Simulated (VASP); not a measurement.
Crystal: Si.

```
Si
1.0
    -3.62524    3.62524    3.62524
     3.62524   -3.62524    3.62524
     3.62524    3.62524   -3.62524
Si
12
Direct
  0.12500 0.75000 0.87500
  0.75000 0.37500 0.62500
  0.62500 0.37500 0.25000
  0.75000 0.87500 0.12500
  0.12500 0.87500 0.25000
  0.25000 0.12500 0.87500
  0.87500 0.12500 0.75000
  0.37500 0.62500 0.75000
  0.37500 0.25000 0.62500
  0.87500 0.25000 0.12500
  0.25000 0.62500 0.37500
  0.62500 0.75000 0.37500
```

The cell was built from a structure type or drawn by symmetry, and may not be a known phase.

| Property | Result |
| --- | --- |
| Program | VASP 6.6.1 |
| Task | relaxation of cell and atoms |
| Functional | PBE |
| Potentials or basis | VASP PAW PBE potentials, release 64 (Si) |
| Cutoff | 600 eV |
| k mesh | 4 × 4 × 4 |
| Occupations | gaussian, width 0.1 eV |
| Spin | no spin polarisation |

At the start: pressure 28.6 GPa; volume 15.88 Å³/atom.

**Question.** How do energy, volume and symmetry change on relaxing?

**Answer.** Over 3 steps the energy falls by 276.0 meV/atom and the volume is 19.63 Å³/atom (+23.6 %); space group Ia-3d (No. 230, to 0.1 Å) before and after.

Step by step:
```tsv
step	energy change (eV)	largest force (eV/Å)	pressure (GPa)	volume (Å³)
1	0.0000	0.0000	28.65	190.58
2	-1.5715	0.0000	-10.46	280.12
3	-3.3119	0.0000	-0.26	235.60
```

Final structure:
```
Si
1.0
    -3.89082    3.89082    3.89082
     3.89082   -3.89082    3.89082
     3.89082    3.89082   -3.89082
Si
12
Cartesian
  5.8362 0.9727 0.0000
  0.9727 3.8908 1.9454
  0.0000 1.9454 2.9181
  0.9727 0.0000 5.8362
  3.8908 -1.9454 2.9181
  2.9181 3.8908 -1.9454
  0.0000 5.8362 0.9727
  3.8908 1.9454 0.9727
  1.9454 2.9181 0.0000
  -1.9454 2.9181 3.8908
  2.9181 0.0000 1.9454
  1.9454 0.9727 3.8908
```

Caveat: the volume moved by over 15 % at a fixed basis, so the end points are rough.
